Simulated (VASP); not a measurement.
Set up this calculation in VASP 6.6.1, as the native input.

```
Task                   : relaxation of cell and atoms
Functional             : PBEsol
Potentials or basis    : VASP PAW PBE potentials, release 64 (As, Pd, Cl)
Cutoff                 : 600 eV
k mesh                 : 4 × 4 × 4
Occupations            : fermi-dirac, width 0.03 eV
Spin                   : no spin polarisation
Dipole correction      : no
Further INCAR settings : ALGO = Normal; EDIFF = 1e-06; IBRION = 2; EDIFFG = -0.01; NSW = 100; ISIF = 3
```

The structure of AsPdCl5 lies in POSCAR:

```
AsPdCl5
1.0
    4.7415581000      0.0000000000      0.0000000000
    0.0000000000      4.7415581000      0.0000000000
    0.0000000000      0.0000000000      8.2616201000
As Pd Cl
1 1 5
Direct
    0.0000000000      0.0000000000      0.5000000000
    0.5000000000      0.5000000000      0.0000000000
    0.0000000000      0.0000000000      0.0000000000
    0.5000000000      0.0000000000      0.7047851500
    0.0000000000      0.5000000000      0.7047851500
    0.5000000000      0.0000000000      0.2952148500
    0.0000000000      0.5000000000      0.2952148500
```

One way to write it, as run:

INCAR

```
SYSTEM = AsPdCl5
ALGO     = Normal         ! electronic algorithm
EDIFF    = 1E-6           ! SCF threshold, eV
EDIFFG   = -0.01          ! ionic threshold
ENCUT    = 600            ! plane-wave cutoff, eV
GGA      = PS             ! functional
IBRION   = 2              ! ionic algorithm
ISIF     = 3              ! what is computed and relaxed
ISMEAR   = -1             ! smearing method
LASPH    = .TRUE.         ! aspherical terms in the spheres
LCHARG   = .FALSE.        ! write CHGCAR
LREAL    = .FALSE.        ! projectors in reciprocal space
LWAVE    = .FALSE.        ! write WAVECAR
NELM     = 60             ! most SCF steps
NSW      = 100            ! ionic steps
PREC     = Accurate       ! precision mode
SIGMA    = 0.03           ! smearing width, eV
```

KPOINTS

```
k-points
0
G
  4 4 4
  0 0 0
```

Potentials or basis: VASP PAW PBE potentials, release 64 (As, Pd, Cl).

Command:

```sh
$ cat potpaw_PBE.64/As/POTCAR potpaw_PBE.64/Pd/POTCAR potpaw_PBE.64/Cl/POTCAR > POTCAR
$ mpirun -np 1 vasp_std > vasp.out
```

It gave:

- Relaxed volume: 20.47 Å³/atom
- Relaxed cell: a = 4.180 Å, b = 4.180 Å, c = 8.201 Å, α = 90.00°, β = 90.00°, γ = 90.00°
- Space group after relaxing (to 0.1 Å): P4/mmm (No. 123)
- Energy gained by relaxing: 248.9 meV/atom
- Ionic steps: 19
- Pressure after relaxing: 0.0 GPa
- Largest force after relaxing: 0.004 eV/Å
- Band gap on the k mesh: zero (bands 25 and 26 overlap by 0.67 eV)

Caveat: the volume moved by over 15 % at a fixed basis, so the end points are rough; the PAW data sets were made with another functional, which shifts forces and pressure a little.

Run time: 13 min on 1 thread of Intel(R) Xeon(R) 6975P-C (Granite Rapids) (shared host), peak memory 0.43 GiB.
